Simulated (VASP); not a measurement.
# BAs (r.B) in VASP: single point with r2SCAN+rVV10

Aim: the single point of BAs (r.B) with r2SCAN+rVV10.

Everything below comes from runs of VASP 6.6.1. Logs are shortened: lines on timing, memory, paths and dates and some standing lists are left out, and cuts for length are marked.

## (1) The cell of the first run

The cell holds a sheet with vacuum, 2 atoms: a = 3.362 Å, b = 3.362 Å, c = 23.800 Å, α = 90.00°, β = 90.00°, γ = 120.00°.

## (2) Single point, r2SCAN+rVV10

File POSCAR:

```
BAs
1.0
    3.3621237452      0.0000000000      0.0000000000
   -1.6810618726      2.9116845740      0.0000000000
    0.0000000000      0.0000000000     23.8000000000
B As
1 1
Direct
    0.3333333333      0.6666666667      0.2941176471
    0.6666666667      0.3333333333      0.2941176471
```

File INCAR.step1:

```
SYSTEM = BAs
PREC = Accurate
ENCUT = 460
ISMEAR = 0
SIGMA = 0.03
LREAL = .False.
LASPH = .True.
NELM = 120
LDIPOL = .True.
IDIPOL = 3
DIPOL = 0.5 0.5 0.294
NBANDS = 11
GGA = PE
ALGO = Normal
EDIFF = 1E-5
LWAVE = .True.
LCHARG = .False.
GGA_COMPAT = .False.
NELMDL = -8
```

File INCAR.step2:

```
SYSTEM = BAs
PREC = Accurate
ENCUT = 460
EDIFF = 1E-6
ISMEAR = 0
SIGMA = 0.03
LREAL = .False.
LASPH = .True.
NELM = 120
ALGO = Normal
ISIF = 2
LWAVE = .False.
LCHARG = .False.
LDIPOL = .True.
IDIPOL = 3
DIPOL = 0.5 0.5 0.294
METAGGA = R2SCAN
LMIXTAU = .True.
LUSE_VDW = .True.
IVDW_NL = 2
BPARAM = 11.95
CPARAM = 0.0093
NBANDS = 11
ISTART = 1
GGA_COMPAT = .False.
```

File KPOINTS:

```
Automatic mesh
0
Gamma
  12 12 1
  0 0 0
```

Potentials or basis: VASP PAW PBE potentials, release 64 (B, As).

The run is started by

```sh
> cat potpaw_PBE.64/B/POTCAR potpaw_PBE.64/As/POTCAR > POTCAR
> cp INCAR.step1 INCAR
> mpirun -np 1 vasp_std > vasp.out
> cp INCAR.step2 INCAR
> mpirun -np 1 vasp_std > vasp.out
```

OUTCAR:

```text
SYSTEM = BAs
   PREC = Accurate
   ENCUT = 460
   EDIFF = 1E-6
   ISMEAR = 0
   LREAL = .False.
   LASPH = .True.
   NELM = 120
   ISIF = 2
   METAGGA = R2SCAN
   IVDW_NL = 2
   BPARAM = 11.95
   ISTART = 1

 ion  position               nearest neighbor table
   1  0.333  0.667  0.294-   2 1.94   2 1.94   2 1.94
   2  0.667  0.333  0.294-   1 1.94   1 1.94   1 1.94

  LATTYP: Found a hexagonal cell.
 ALAT       =     3.3621237452
 C/A-ratio  =     7.0788590200

  Lattice vectors:

 A1 = (   3.3621237452,   0.0000000000,   0.0000000000)
 A2 = (  -1.6810618726,   2.9116845740,   0.0000000000)
 A3 = (   0.0000000000,   0.0000000000,  23.8000000000)

Analysis of symmetry for initial positions (statically):
=====================================================================
 Subroutine PRICEL returns:
 Original cell was already a primitive cell.

 Routine SETGRP: Setting up the symmetry group for a
 hexagonal supercell.

 Subroutine GETGRP returns: Found 12 space group operations
 (whereof  6 operations were pure point group operations)
 out of a pool of 24 trial point group operations.

The static configuration has the point symmetry C_3v.
 The point group associated with its full space group is D_3h.

Analysis of symmetry for dynamics (positions and initial velocities):
=====================================================================
 Subroutine PRICEL returns:
 Original cell was already a primitive cell.

 Routine SETGRP: Setting up the symmetry group for a
 hexagonal supercell.

 Subroutine GETGRP returns: Found 12 space group operations
 (whereof  6 operations were pure point group operations)
 out of a pool of 24 trial point group operations.

The dynamic configuration has the point symmetry C_3v.
 The point group associated with its full space group is D_3h.

 Subroutine INISYM returns: Found 12 space group operations
 (whereof  6 operations are pure point group operations),
 and found     1 'primitive' translations

----------------------------------------------------------------------------------------

                                     Primitive cell

  volume of cell :     232.9888

  direct lattice vectors                    reciprocal lattice vectors
     3.362123745  0.000000000  0.000000000     0.297431051  0.171721898  0.000000000
    -1.681061873  2.911684574  0.000000000     0.000000000  0.343443795  0.000000000
     0.000000000  0.000000000 23.800000000     0.000000000  0.000000000  0.042016807

[... 93 lines left out ...]
   EFERMI_NEDOS =   21; number of points for ismear=-14 and -15
   IALGO  =     38    algorithm
   IMIX   =      4    mixing-type and parameters
     AMIX     =   0.40;   BMIX     =  1.00
     AMIX_MAG =   1.60;   BMIX_MAG =  1.00
  volume/ion in A,a.u.               =     116.49       786.14
  Fermi-wavevector in a.u.,A,eV,Ry     =   0.532100  1.005523  3.852221  0.283130
  Thomas-Fermi vector in A             =   1.555430
   LORBIT       =      0    0 simple, 1 ext, 2 COOP (PROOUT), +10 PAW based schemes
   METAGGA = R2SCAN    functional components
   LHFCALC =     F    Hartree Fock is set to
   AEXX    =    0.0000 exact exchange contribution
   IVDW_NL    =     2    kernel type
   BPARAM     =11.9500
   IVDW    =     0    specifies the selected vdW correction
   LEPSILON=     F    determine dielectric tensor
   LRPA    =     F    only Hartree local field effects (RPA)
 non-spin polarized calculation
 Gauss-broadening in eV      SIGMA  =   0.03
  energy-cutoff  :      460.00
  volume of cell :      232.99
 maximum number of plane-waves:      5262
 NGX is ok and might be reduce to    24
   NGX = 11   NGY = 11   NGZ = 83

 dipolmoment           0.000000      0.000000      0.000000 electrons x Angstroem

 number of electron       8.0000000 magnetization

 dipolmoment           0.000000      0.000000     -0.000010 electrons x Angstroem

 Free energy of the ion-electron system (eV)
  ---------------------------------------------------
  ext. energy  EPLUGINS =         0.00000000
  ---------------------------------------------------
  free energy    TOTEN  =       -21.11555832 eV

  energy without entropy =      -21.11555832  energy(sigma->0) =      -21.11555832

 E-fermi :  -3.6295     XC(G=0):  -1.7886

 val. band max:       -3.8277659548   @ k =   0.3333   0.3333   0.0000
 cond. band min:      -2.8540142805   @ k =   0.3333   0.3333   0.0000
 fundamental gap:      0.9737516743
 Fermi energy:        -3.6295162317

 k-point     1 :       0.0000    0.0000    0.0000
  band No.  band energies     occupation
      1     -18.3981      2.00000
      2      -8.0092      2.00000
      3      -5.3811      2.00000
      4      -5.3811      2.00000
      5       0.1971      0.00000
      6       0.7040      0.00000
      7       1.2815      0.00000
      8       1.3527      0.00000
      9       1.3647      0.00000
     10       1.3647      0.00000
     11       2.0738      0.00000
[... 239 lines left out ...]
 k-point    19 :       0.3333    0.3333    0.0000
  band No.  band energies     occupation
      1     -15.1931      2.00000
      2     -12.2479      2.00000
      3     -10.1391      2.00000
      4      -3.8278      2.00000
      5      -2.8540      0.00000
      6       2.9986      0.00000
      7       3.4259      0.00000
      8       5.2535      0.00000
      9       6.0122      0.00000
     10       6.4768      0.00000
     11       6.8563      0.00000

------------------------ aborting loop because EDIFF is reached ----------------------------------------

 vacuum level on the upper side and lower side of the slab       (xc-potential included)        -0.024        -0.039

  FORCE on cell =-STRESS in cart. coord.  units (eV):
  Direction    XX          YY          ZZ          XY          YZ          ZX
  --------------------------------------------------------------------------------------
  -------------------------------------------------------------------------------------
  Total        0.1548067      0.1548067     -0.0168314      0.0000000      0.0000000      0.0000000
  in kB        1.0645483      1.0645483     -0.1157435      0.0000000      0.0000000      0.0000000
  external PRESSURE =       0.6711177 kB  Pullay stress =       0.0000000 kB

 VOLUME and BASIS-vectors are now :
 -----------------------------------------------------------------------------
  energy-cutoff  :      460.00
  volume of cell :      232.99
      direct lattice vectors                 reciprocal lattice vectors
     3.362123745  0.000000000  0.000000000     0.297431051  0.171721898  0.000000000
    -1.681061873  2.911684574  0.000000000     0.000000000  0.343443795  0.000000000
     0.000000000  0.000000000 23.800000000     0.000000000  0.000000000  0.042016807

 POSITION                                       TOTAL-FORCE (eV/Angst)
 -----------------------------------------------------------------------------------
     -0.00000      1.94112      7.00000        -0.000000      0.000000     -0.000000
      1.68106      0.97056      7.00000         0.000000     -0.000000      0.000000
 -----------------------------------------------------------------------------------
    total drift:                                0.000001     -0.000001     -0.000069

  FREE ENERGIE OF THE ION-ELECTRON SYSTEM (eV)
  ---------------------------------------------------
  free  energy   TOTEN  =       -21.1155583204 eV

  energy  without entropy=      -21.1155583204  energy(sigma->0) =      -21.11555832

 vacuum level on the upper side and lower side of the slab         1.153         1.220
```

OUTCAR.step1:

```text
SYSTEM = BAs
   PREC = Accurate
   ENCUT = 460
   ISMEAR = 0
   LREAL = .False.
   LASPH = .True.
   NELM = 120
   GGA = PE
[... 488 lines left out ...]
     -0.00000      1.94112      7.00000        -0.000000     -0.000000      0.000000
      1.68106      0.97056      7.00000         0.000000      0.000000     -0.000000
 -----------------------------------------------------------------------------------
    total drift:                                0.000000     -0.000000      0.000078

  FREE ENERGIE OF THE ION-ELECTRON SYSTEM (eV)
  ---------------------------------------------------
  free  energy   TOTEN  =       -10.6358162060 eV

  energy  without entropy=      -10.6358162060  energy(sigma->0) =      -10.63581621

 vacuum level on the upper side and lower side of the slab         1.237         1.237
```

OSZICAR.step1:

```text
N       E                     dE             d eps       ncg     rms          rms(c)
DAV:   1     0.455921734403E+02    0.45592E+02   -0.22503E+03   418   0.421E+02
DAV:   2    -0.676959494836E+01   -0.52362E+02   -0.46319E+02   619   0.846E+01
DAV:   3    -0.113126823458E+02   -0.45431E+01   -0.45347E+01   564   0.328E+01
[... 14 lines left out ...]
DAV:  18    -0.106356931849E+02   -0.24474E-03   -0.45035E-05   476   0.250E-02    0.153E-02
DAV:  19    -0.106357603024E+02   -0.67118E-04   -0.57369E-06   533   0.917E-03    0.921E-03
DAV:  20    -0.106357957156E+02   -0.35413E-04   -0.33060E-06   495   0.639E-03    0.760E-04
DAV:  21    -0.106358105010E+02   -0.14785E-04   -0.60557E-07   502   0.245E-03    0.296E-03
DAV:  22    -0.106358162060E+02   -0.57050E-05   -0.23687E-07   485   0.143E-03
   1 F= -.10635816E+02 E0= -.10635816E+02  d E =-.251336E-20
```

Wall time 3.8 min (1 thread of Intel Xeon 6975P-C, shared host); peak memory 0.68 GiB.

Results:

```yaml
Free_energy: -21.1156 eV
Band_gap_on_the_k_mesh: 0.97 eV, direct
```

Caveat: the PAW data sets were made with another functional, which shifts forces and pressure a little.
